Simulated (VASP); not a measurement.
**Sn: single point with PBEsol**

Sn:

```xyz
1
Lattice="-2.0018 2.0018 1.6383 2.0018 -2.0018 1.6383 2.0018 2.0018 -1.6383" Properties=species:S:1:pos:R:3 pbc="T T T"
Sn    0.0000    0.0000    0.0000
```

This cell differs from its parent crystal: volume scaled by 0.96.

```json
{"Program": "VASP 6.6.1", "Task": "single point", "Functional": "PBEsol", "Potentials or basis": "VASP PAW PBE potentials, release 64 (Sn_d)", "Cutoff": "520 eV", "k mesh": "10 × 10 × 10", "Occupations": "methfessel-paxton, width 0.1 eV", "Spin": "no spin polarisation", "Dipole correction": "no", "Further INCAR settings": "ALGO = Normal; EDIFF = 1e-06; NBANDS = 13"}
```

| Quantity | Value |
| --- | --- |
| Pressure | 0.0 GPa |
| Band gap on the k mesh | zero (band 7 reaches 15.34 eV, above the bottom of band 8 at 6.16 eV) |

Stress tensor (GPa, compression positive):
```
-0.58  0.00  0.00
 0.00 -0.58  0.00
 0.00  0.00  1.11
```

Levels at points of the mesh, in eV from the Fermi level:
```csv
k point,band 5,band 6,band 7,band 8,band 9,band 10
"(0.00, 0.00, 0.00)",-21.21,-11.31,7.07,7.07,9.82,10.55
"(0.50, 0.00, 0.00)",-21.16,-5.74,-4.32,3.22,4.48,7.44
"(0.50, 0.50, 0.00)",-21.17,-7.33,-4.86,6.06,8.08,10.75
"(0.50, 0.50, 0.50)",-21.15,-3.21,-1.61,-1.61,2.63,3.05
```

Run time: 11 s on 1 thread of AMD EPYC 9R45 96-Core Processor (Zen 5), with other jobs on the host, peak memory 0.13 GiB.

Caveat: the PAW data sets were made with another functional, which shifts forces and pressure a little; spin-orbit coupling is left out, which moves the levels of the heavy elements.
